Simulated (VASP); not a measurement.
Write the native input for VASP 6.6.1 that does the following.

- Task: single point
- Functional: r2SCAN
- Potentials or basis: VASP PAW PBE potentials, release 64 (Ta_pv)
- Cutoff: 520 eV
- k mesh: 13 × 13 × 7
- Occupations: fermi-dirac, width 0.2 eV
- Spin: no spin polarisation
- Dipole correction: no
- Further INCAR settings: ALGO = Normal; EDIFF = 1e-06; NBANDS = 18

The system is Ta.

```xyz
2
Lattice="2.9004 0.0000 0.0000 -1.4502 2.5118 0.0000 0.0000 0.0000 5.1663" Properties=species:S:1:pos:R:3 pbc="T T T"
Ta    1.4502    0.8373    3.8747
Ta    0.0000    1.6745    1.2916
```

This isn't the form of Ta at room conditions, which is bcc.

One way to write it, as run:

POSCAR

```
Ta
1.0
    2.9003720700      0.0000000000      0.0000000000
   -1.4501860400      2.5117959000      0.0000000000
    0.0000000000      0.0000000000      5.1662740000
Ta
2
Direct
    0.6666666704      0.3333333294      0.7500000000
    0.3333333330      0.6666666706      0.2500000000
```

INCAR.step1

```
ALGO = Normal ; EDIFF = 1E-4
ENCUT = 520 ; GGA = PE
ISMEAR = -1 ; LASPH = T
LCHARG = F ; LREAL = F
LWAVE = T ; NBANDS = 18
NELM = 80 ; PREC = Accurate
SIGMA = 0.2
```

INCAR.step2

```
ALGO = Normal ; EDIFF = 1E-6
ENCUT = 520 ; ISIF = 2
ISMEAR = -1 ; ISTART = 1
LASPH = T ; LCHARG = T
LELF = T ; LMIXTAU = T
LREAL = F ; LVHAR = T
LWAVE = F ; METAGGA = R2SCAN
NBANDS = 18 ; NELM = 80
PREC = Accurate ; SIGMA = 0.2
```

KPOINTS

```
k-points
0
Gamma
  13 13 7
```

Potentials or basis: VASP PAW PBE potentials, release 64 (Ta_pv).

Run with:

```console
$ cat potpaw_PBE.64/Ta_pv/POTCAR > POTCAR
$ cp INCAR.step1 INCAR
$ mpirun -np 1 vasp_std > vasp.out
$ cp INCAR.step2 INCAR
$ mpirun -np 1 vasp_std > vasp.out
```

It gave:

```json
{
  "Pressure": "-1.9 GPa",
  "Band gap on the k mesh": "zero (bands 11 and 12 overlap by 1.68 eV)"
}
```

Caveat: the PAW data sets were made with another functional, which shifts forces and pressure a little; spin-orbit coupling is left out, which moves the levels of the heavy elements.

Wall time 3.9 min on 1 thread of Intel Xeon 8259CL, on a shared host, peak memory 0.2 GiB.
